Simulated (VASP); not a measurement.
Wanted: the native input for a VASP 6.6.1 run.

```
Task                   : single point
Functional             : PBEsol
Potentials or basis    : VASP PAW PBE potentials, release 64 (Mo_sv, S)
Cutoff                 : 520 eV
k mesh                 : 12 × 12 × 2
Occupations            : methfessel-paxton, width 0.138 eV
Spin                   : no spin polarisation
Dipole correction      : no
Further INCAR settings : ALGO = Normal; EDIFF = 1e-06; NBANDS = 35
```

The structure of MoS2 lies in POSCAR:

```
MoS2
1.0
    3.0160000000      0.0000000000      0.0000000000
   -1.5080000000      2.6119326178      0.0000000000
    0.0000000000      0.0000000000     12.1932000000
Mo S
2 4
Direct
    0.3333333333      0.6666666667      0.2500000000
    0.6666666667      0.3333333333      0.7500000000
    0.3333333333      0.6666666667      0.6259932117
    0.6666666667      0.3333333333      0.1259932117
    0.3333333333      0.6666666667      0.8740067883
    0.6666666667      0.3333333333      0.3740067883
```

The input as run:

INCAR

```
ALGO     = Normal         # electronic algorithm
EDIFF    = 1E-6           # SCF threshold, eV
ENCUT    = 520            # plane-wave cutoff, eV
GGA      = PS             # functional
ISIF     = 2              # what is computed and relaxed
ISMEAR   = 1              # smearing method
LASPH    = True           # aspherical terms in the spheres
LCHARG   = False          # write CHGCAR
LREAL    = False          # projectors in reciprocal space
LWAVE    = False          # write WAVECAR
NBANDS   = 35             # bands
NELM     = 80             # most SCF steps
PREC     = Accurate       # precision mode
SIGMA    = 0.138          # smearing width, eV
```

KPOINTS

```
k-points
0
Gamma
  12 12 2
```

Potentials or basis: VASP PAW PBE potentials, release 64 (Mo_sv, S).

Launch:

```sh
$ cat potpaw_PBE.64/Mo_sv/POTCAR potpaw_PBE.64/S/POTCAR > POTCAR
$ mpirun -np 1 vasp_std > vasp.out
```

It gave:

- Pressure: 21.8 GPa
- Largest force: 2.064 eV/Å
- Band gap on the k mesh: 0.96 eV, indirect (least direct gap 2.09 eV)

Caveat: the PAW data sets were made with another functional, which shifts forces and pressure a little; this functional lacks dispersion, which binds the layers, so the pressure and a relaxed spacing across them are unreliable.

It took 100 s on 1 thread of Intel(R) Xeon(R) Platinum 8375C CPU @ 2.90GHz (Ice Lake), on a shared host, peak memory 0.27 GiB.
